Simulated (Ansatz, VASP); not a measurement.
# HfO2: VASP beside Ansatz

```
Hf O
1.0
     3.64823    0.00000    0.00000
     0.00000    3.64823    0.00000
     0.00000    0.00000    5.30627
Hf O
2 4
Direct
  0.50000 0.50000 0.50000
  0.00000 0.00000 0.00000
  0.00000 0.50000 0.68504
  0.50000 0.00000 0.81496
  0.50000 0.00000 0.31496
  0.00000 0.50000 0.18504
```

Change from the starting cell: hydrostatic strain +2.0%.

Alike in both runs: task single point; functional PBE; k mesh 8 × 8 × 6; occupations fermi-dirac, width 0.02 eV; no spin polarisation.

|  | VASP | Ansatz |
| --- | --- | --- |
| version | VASP 6.6.1 | Ansatz 0.2.0 |
| potentials or method | VASP PAW PBE potentials, release 64 (Hf_pv, O) | plane waves, PAW |
| plane-wave cutoff (eV) | 520 | 420 |
| valence electrons in the cell | 44 | 76 |

|  | VASP | Ansatz | Ansatz less VASP |
| --- | --- | --- | --- |
| gap on the k mesh at the Fermi level (eV) | 4.51 | 4.56 | +0.049 |
| pressure (GPa) | -7.9 | -5.0 | +2.90 |
| traceless stress, the component that is largest in VASP (GPa) | 3.17 | 2.95 | -0.217 |
| rms of the force components (eV/Å) | 0.011 | 0.038 | +0.0268 |

Atom by atom the forces differ by 0.027 eV/Å (rms over components). VASP's potentials hold 44 valence electrons a cell and Ansatz's 76, so a difference there can come from the potentials and not from the codes.

Neither program's run includes spin-orbit coupling.
